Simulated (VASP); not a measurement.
# GaAs3 (P4mm) in VASP: single point with PBE

Aim: the single point of GaAs3 with PBE.

Everything below comes from runs of VASP 6.6.1. Logs are shortened: lines on timing, memory, paths and dates and some standing lists are left out, and cuts for length are marked.

## 1. The cell of the first run

Symmetry: P4mm, No. 99, tetragonal system. Conventional cell: a = 4.644 Å, b = 4.644 Å, c = 3.810 Å, α = 90.00°, β = 90.00°, γ = 90.00°. Within 3.6 Å of Ga (site symmetry 4mm) lie 12 As at 2.74 to 3.46 Å. Within 3.5 Å of As (site symmetry 2mm) lie 8 As at 2.64 to 3.44 Å and 4 Ga at 2.74 to 3.30 Å. As (site symmetry 4mm) has 8 As at 2.64 to 3.44 Å and 4 Ga at 3.46 Å within 3.5 Å.

## 2. Single point, PBE

Contents of INCAR:

```
ALGO = Normal ; EDIFF = 1E-6
ENCUT = 500 ; GGA = PE
GGA_COMPAT = False ; ISIF = 2
ISMEAR = 0 ; ISYM = 0
LASPH = True ; LCHARG = False
LREAL = False ; LWAVE = False
NBANDS = 22 ; NELM = 120
PREC = Accurate ; SIGMA = 0.1
```

Contents of KPOINTS:

```
k-points
0
Gamma
  10 10 12
```

Contents of POSCAR:

```
GaAs3
1.0
    4.6436744738      0.0000000000      0.0000000000
    0.0000000000      4.6436744738      0.0000000000
    0.0000000000      0.0000000000      3.8099787298
Ga As
1 3
Direct
    0.0000000000      0.0000000000      0.6424117956
    0.5000000000      0.0000000000      0.0263273712
    0.0000000000      0.5000000000      0.0263273712
    0.5000000000      0.5000000000      0.3583574119
```

Potentials or basis: VASP PAW PBE potentials, release 64 (Ga_d, As).

Command:

```console
$ cat potpaw_PBE.64/Ga_d/POTCAR potpaw_PBE.64/As/POTCAR > POTCAR
$ mpirun -np 1 vasp_std > vasp.out
```

OUTCAR:

```text
EDIFF = 1E-6
   ENCUT = 500
   GGA = PE
   ISIF = 2
   ISMEAR = 0
   ISYM = 0
   LASPH = True
   LREAL = False
   NELM = 120
   PREC = Accurate

 ion  position               nearest neighbor table
   1  0.000  0.000  0.642-   2 2.74   3 2.74   3 2.74   2 2.74
   2  0.500  0.000  0.026-   4 2.64   4 2.64   1 2.74   1 2.74
   3  0.000  0.500  0.026-   4 2.64   4 2.64   1 2.74   1 2.74
   4  0.500  0.500  0.358-   2 2.64   3 2.64   2 2.64   3 2.64

IMPORTANT INFORMATION: All symmetrisations will be switched off!
NOSYMM: (Re-)initialisation of all symmetry stuff for point group C_1.

----------------------------------------------------------------------------------------

                                     Primitive cell

  volume of cell :      82.1573

  direct lattice vectors                    reciprocal lattice vectors
     4.643674474  0.000000000  0.000000000     0.215346706  0.000000000  0.000000000
     0.000000000  4.643674474  0.000000000     0.000000000  0.215346706  0.000000000
     0.000000000  0.000000000  3.809978730     0.000000000  0.000000000  0.262468657

  length of vectors
     4.643674474  4.643674474  3.809978730     0.215346706  0.215346706  0.262468657

  position of ions in fractional coordinates (direct lattice)
     0.000000000  0.000000000  0.642411796
     0.500000000  0.000000000  0.026327371
     0.000000000  0.500000000  0.026327371
     0.500000000  0.500000000  0.358357412

  ion indices of the primitive-cell ions
   primitive index   ion index
                 1           1
                 2           2
                 3           3
                 4           4

----------------------------------------------------------------------------------------

 KPOINTS: k-points

Automatic generation of k-mesh.
 Grid dimensions read from file:
 generate k-points for:   10   10   12

 Generating k-lattice:

  Cartesian coordinates                     Fractional coordinates (reciprocal lattice)
     0.021534671  0.000000000  0.000000000     0.100000000  0.000000000  0.000000000
     0.000000000  0.021534671  0.000000000     0.000000000  0.100000000  0.000000000
     0.000000000  0.000000000  0.021872388     0.000000000  0.000000000  0.083333333

  Length of vectors
     0.021534671  0.021534671  0.021872388

  Shift w.r.t. Gamma in fractional coordinates (k-lattice)
     0.000000000  0.000000000  0.000000000

 Subroutine IBZKPT returns following result:
 ===========================================

 Found    604 irreducible k-points:

 Following reciprocal coordinates:
            Coordinates               Weight
  0.000000  0.000000  0.000000      1.000000
  0.100000  0.000000  0.000000      2.000000
  0.000000  0.100000  0.000000      2.000000
  0.200000  0.000000  0.000000      2.000000
  0.000000  0.200000  0.000000      2.000000
  0.300000  0.000000  0.000000      2.000000
[... 16 lines left out ...]
 -0.100000  0.400000  0.000000      2.000000
 -0.400000  0.100000  0.000000      2.000000
 [... further k-points ...]
   k-points           NKPTS =    604   k-points in BZ     NKDIM =    604   number of bands    NBANDS=     22
   number of dos      NEDOS =    301   number of ions     NIONS =      4
   total plane-waves  NPLWV =  36288
   dimension x,y,z NGX =    36 NGY =   36 NGZ =   28
   dimension x,y,z NGXF=    72 NGYF=   72 NGZF=   56
   ions per type =               1   3
   NGX,Y,Z   is equivalent  to a cutoff of  12.89, 12.89, 12.22 a.u.
   NGXF,Y,Z  is equivalent  to a cutoff of  25.78, 25.78, 24.44 a.u.
 SYSTEM =  unknown system
   PREC   = accura    normal or accurate (medium, high low for compatibility)
   ISTART =      0    job   : 0-new  1-cont  2-samecut
   ICHARG =      2    charge: 1-file 2-atom 10-const
   ISPIN  =      1    spin polarized calculation?
   LNONCOLLINEAR =      F non collinear calculations
   LSORBIT =      F    spin-orbit coupling
   LASPH  =      T    aspherical Exc in radial PAW
   ENCUT  =  500.0 eV  36.75 Ry    6.06 a.u.   8.47  8.47  6.95*2*pi/ulx,y,z
   NELM   =    120;   NELMIN=  2; NELMDL= -5     # of ELM steps
   EDIFF  = 0.1E-05   stopping-criterion for ELM
   LREAL  =      F    real-space projection
   EDIFFG = 0.1E-04   stopping-criterion for IOM
   NSW    =      0    number of steps for IOM
   IBRION =     -1    ionic relax: 0-MD 1-quasi-New 2-CG
   NFREE  =      0    steps in history (QN), initial steepest desc. (CG)
   ISIF   =      2    stress and relaxation
   ISYM   =      0    0-nonsym 1-usesym 2-fastsym
   POTIM  = 0.5000    time-step for ionic-motion
   TEBEG  =    0.0;   TEEND  =   0.0 temperature during run
   PSTRESS=    0.0 pullay stress
   NELECT =      28.0000    total number of electrons
   NUPDOWN=      -1.0000    fix difference up-down
   EMIN   =  10.00;   EMAX   =-10.00  energy-range for DOS
   EFERMI =   0.00;   METHOD = LEGACY
   ISMEAR =     0;   SIGMA  =   0.10  broadening in eV -4-tet -1-fermi 0-gaus
   EFERMI_NEDOS =   21; number of points for ismear=-14 and -15
   IALGO  =     38    algorithm
   IMIX   =      4    mixing-type and parameters
     AMIX     =   0.40;   BMIX     =  1.00
     AMIX_MAG =   1.60;   BMIX_MAG =  1.00
  volume/ion in A,a.u.               =      20.54       138.61
  Fermi-wavevector in a.u.,A,eV,Ry     =   1.143525  2.160948 17.791635  1.307648
  Thomas-Fermi vector in A             =   2.280219
   LORBIT       =      0    0 simple, 1 ext, 2 COOP (PROOUT), +10 PAW based schemes
   GGA     = PE    functional components
   LHFCALC =     F    Hartree Fock is set to
   AEXX    =    0.0000 exact exchange contribution
   IVDW    =     0    specifies the selected vdW correction
   LEPSILON=     F    determine dielectric tensor
   LRPA    =     F    only Hartree local field effects (RPA)
 non-spin polarized calculation
 Gauss-broadening in eV      SIGMA  =   0.10
  energy-cutoff  :      500.00
  volume of cell :       82.16
 maximum number of plane-waves:      2126
 NGX is ok and might be reduce to    36
   NGX = 17   NGY = 17   NGZ = 13

 number of electron      28.0000005 magnetization

 Free energy of the ion-electron system (eV)
  ---------------------------------------------------
  ext. energy  EPLUGINS =         0.00000000
  ---------------------------------------------------
  free energy    TOTEN  =       -15.93592181 eV

  energy without entropy =      -15.92761908  energy(sigma->0) =      -15.93177044

 E-fermi :   5.2884     XC(G=0): -10.3795

 val. band max:        5.2879180663   @ k =  -0.1000  -0.1000   0.1667
 cond. band min:       5.2954288380   @ k =  -0.3000   0.5000   0.0000
 fundamental gap:      0.0075107717
 Fermi energy:         5.2884161862

 k-point     1 :       0.0000    0.0000    0.0000
  band No.  band energies     occupation
      1      -9.4229      2.00000
      2      -9.3907      2.00000
      3      -9.3820      2.00000
      4      -9.3820      2.00000
      5      -9.3667      2.00000
      6      -8.8374      2.00000
[... 14 lines left out ...]
     21      11.5945      0.00000
     22      11.5945      0.00000

 k-point     2 :       0.1000    0.0000    0.0000
  band No.  band energies     occupation
      1      -9.4217      2.00000
      2      -9.3905      2.00000
      3      -9.3831      2.00000
      4      -9.3820      2.00000
      5      -9.3671      2.00000
      6      -8.7771      2.00000
[... 14 lines left out ...]
     21      11.2914      0.00000
     22      11.6409      0.00000

 k-point     3 :       0.0000    0.1000    0.0000
  band No.  band energies     occupation
      1      -9.4217      2.00000
      2      -9.3905      2.00000
      3      -9.3831      2.00000
      4      -9.3820      2.00000
      5      -9.3671      2.00000
      6      -8.7771      2.00000
[... 14 lines left out ...]
     21      11.2914      0.00000
     22      11.6409      0.00000

 k-point     4 :       0.2000    0.0000    0.0000
  band No.  band energies     occupation
      1      -9.4185      2.00000
      2      -9.3902      2.00000
      3      -9.3855      2.00000
      4      -9.3819      2.00000
      5      -9.3681      2.00000
      6      -8.5994      2.00000
[... 14 lines left out ...]
     21      11.5142      0.00000
     22      11.8101      0.00000

 k-point     5 :       0.0000    0.2000    0.0000
  band No.  band energies     occupation
      1      -9.4185      2.00000
      2      -9.3902      2.00000
      3      -9.3855      2.00000
      4      -9.3819      2.00000
      5      -9.3681      2.00000
      6      -8.5994      2.00000
[... 14 lines left out ...]
     21      11.5142      0.00000
     22      11.8101      0.00000

 k-point     6 :       0.3000    0.0000    0.0000
  band No.  band energies     occupation
      1      -9.4144      2.00000
      2      -9.3908      2.00000
      3      -9.3875      2.00000
      4      -9.3818      2.00000
      5      -9.3694      2.00000
      6      -8.3172      2.00000
[... 14 lines left out ...]
     21      11.8761      0.00000
     22      11.9161      0.00000

 k-point     7 :       0.0000    0.3000    0.0000
  band No.  band energies     occupation
      1      -9.4144      2.00000
      2      -9.3908      2.00000
      3      -9.3875      2.00000
      4      -9.3818      2.00000
      5      -9.3694      2.00000
      6      -8.3172      2.00000
[... 324 lines left out ...]
      6      -8.2562      2.00000
[... 14 lines left out ...]
     21      11.6241      0.00000
     22      11.8557      0.00000

 k-point    21 :       0.1000    0.3000    0.0000
  band No.  band energies     occupation
      1      -9.4128      2.00000
      2      -9.3907      2.00000
      3      -9.3874      2.00000
      4      -9.3823      2.00000
      5      -9.3704      2.00000
      6      -8.2562      2.00000
[... 14 lines left out ...]
     21      11.6241      0.00000
     22      11.8557      0.00000

 k-point    22 :       0.4000    0.1000    0.0000
  band No.  band energies     occupation
      1      -9.4090      2.00000
      2      -9.3928      2.00000
      3      -9.3875      2.00000
      4      -9.3821      2.00000
      5      -9.3716      2.00000
      6      -7.9134      2.00000
[... 14 lines left out ...]
     21      11.7008      0.00000
     22      12.4375      0.00000

 k-point    23 :      -0.1000    0.4000    0.0000
  band No.  band energies     occupation
      1      -9.4090      2.00000
      2      -9.3928      2.00000
      3      -9.3875      2.00000
      4      -9.3821      2.00000
      5      -9.3716      2.00000
      6      -7.9134      2.00000
[... 14 lines left out ...]
     21      11.7008      0.00000
     22      12.4375      0.00000

 k-point    24 :      -0.4000    0.1000    0.0000
  band No.  band energies     occupation
      1      -9.4090      2.00000
      2      -9.3928      2.00000
      3      -9.3875      2.00000
      4      -9.3821      2.00000
      5      -9.3716      2.00000
      6      -7.9134      2.00000
[... 14 lines left out ...]
     21      11.7008      0.00000
     22      12.4375      0.00000

 [... further k-points ...]
[... 5 lines left out ...]
  --------------------------------------------------------------------------------------
  -------------------------------------------------------------------------------------
  Total        0.0725732      0.0725721      0.0510546     -0.0000006     -0.0000009     -0.0000006
  in kB        1.4152749      1.4152539      0.9956340     -0.0000121     -0.0000176     -0.0000118
  external PRESSURE =       1.2753876 kB  Pullay stress =       0.0000000 kB

 VOLUME and BASIS-vectors are now :
 -----------------------------------------------------------------------------
  energy-cutoff  :      500.00
  volume of cell :       82.16
      direct lattice vectors                 reciprocal lattice vectors
     4.643674474  0.000000000  0.000000000     0.215346706  0.000000000  0.000000000
     0.000000000  4.643674474  0.000000000     0.000000000  0.215346706  0.000000000
     0.000000000  0.000000000  3.809978730     0.000000000  0.000000000  0.262468657

 POSITION                                       TOTAL-FORCE (eV/Angst)
 -----------------------------------------------------------------------------------
      0.00000      0.00000      2.44758         0.000004     -0.000001     -0.008357
      2.32184      0.00000      0.10031        -0.000002      0.000001     -0.007075
      0.00000      2.32184      0.10031        -0.000001      0.000000     -0.007075
      2.32184      2.32184      1.36533        -0.000001      0.000000      0.022507
 -----------------------------------------------------------------------------------
    total drift:                                0.000005     -0.000001      0.000038

  FREE ENERGIE OF THE ION-ELECTRON SYSTEM (eV)
  ---------------------------------------------------
  free  energy   TOTEN  =       -15.9359218123 eV

  energy  without entropy=      -15.9276190772  energy(sigma->0) =      -15.93177044
```

Wall time 5.7 min (1 thread of AMD EPYC 9R45 (Zen 5), shared host); peak memory 0.91 GiB.

What came out:

```
Free energy            : -15.9359 eV
Pressure               : 0.1 GPa
Largest force          : 0.023 eV/Å
Band gap on the k mesh : zero (bands 14 and 15 overlap by 3.38 eV)
```

Forces on the atoms (eV/Å):
```
Ga   0.000  0.000 -0.008
As   0.000  0.000 -0.007
As   0.000  0.000 -0.007
As   0.000  0.000  0.023
```

Levels at points of the mesh, in eV from the Fermi level:
| k point | band 10 | band 11 | band 12 | band 13 | band 14 | band 15 | band 16 | band 17 | band 18 | band 19 |
| --- | --- | --- | --- | --- | --- | --- | --- | --- | --- | --- |
| (0.00, 0.00, 0.00) | -5.48 | -3.69 | -1.51 | -0.76 | -0.76 | 0.98 | 1.00 | 4.33 | 4.33 | 4.63 |
| (0.50, 0.00, 0.00) | -4.47 | -3.04 | -1.64 | -1.50 | -0.85 | 0.98 | 2.02 | 2.34 | 4.58 | 4.59 |
| (0.00, 0.50, 0.00) | -4.47 | -3.04 | -1.64 | -1.50 | -0.85 | 0.98 | 2.02 | 2.34 | 4.58 | 4.59 |
| (0.50, 0.50, 0.00) | -1.62 | -1.23 | -1.23 | 1.16 | 1.16 | 1.32 | 1.51 | 1.56 | 2.02 | 3.45 |
| (0.00, 0.00, 0.50) | -4.22 | -4.22 | -1.90 | -1.83 | -1.42 | -1.42 | 1.55 | 1.55 | 2.26 | 2.78 |
| (0.50, 0.00, 0.50) | -3.99 | -3.53 | -2.66 | -1.77 | -1.68 | -0.49 | 0.87 | 1.91 | 3.40 | 3.51 |
| (0.00, 0.50, 0.50) | -3.99 | -3.53 | -2.66 | -1.77 | -1.68 | -0.49 | 0.87 | 1.91 | 3.40 | 3.51 |
| (0.50, 0.50, 0.50) | -5.24 | -5.03 | -5.03 | -3.82 | 1.97 | 2.40 | 3.58 | 3.58 | 4.72 | 7.14 |
